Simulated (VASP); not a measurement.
Here is a VASP 6.6.1 calculation.

File INCAR:

```
SYSTEM = In3Ge
ALGO = Normal ; EDIFF = 1E-6
ENCUT = 520 ; ISIF = 2
ISMEAR = 0 ; LASPH = .True.
LCHARG = .True. ; LELF = .True.
LREAL = .False. ; LVHAR = .True.
LWAVE = .False. ; NBANDS = 34
NELM = 80 ; PREC = Accurate
SIGMA = 0.1
```

File KPOINTS:

```
k-points
0
Gamma
  6 6 6
  0 0 0
```

POSCAR

```
In3Ge
1.0
    0.0000000000      3.7090680000      3.7090680000
    3.7090680000      0.0000000000      3.7090680000
    3.7090680000      3.7090680000      0.0000000000
In Ge
3 1
Direct
    0.2500000000      0.2500000000      0.2500000000
    0.7500000000      0.7500000000      0.7500000000
    0.5000000000      0.5000000000      0.5000000000
    0.0000000000      0.0000000000      0.0000000000
```

Potentials or basis: VASP PAW LDA potentials, release 64 (In_d, Ge_d).

Launch:

```bash
$ cat potpaw_LDA.64/In_d/POTCAR potpaw_LDA.64/Ge_d/POTCAR > POTCAR
$ mpirun -np 1 vasp_std > vasp.out
```

(1) Predict the pressure.

Answers

(1) -4.9 GPa.
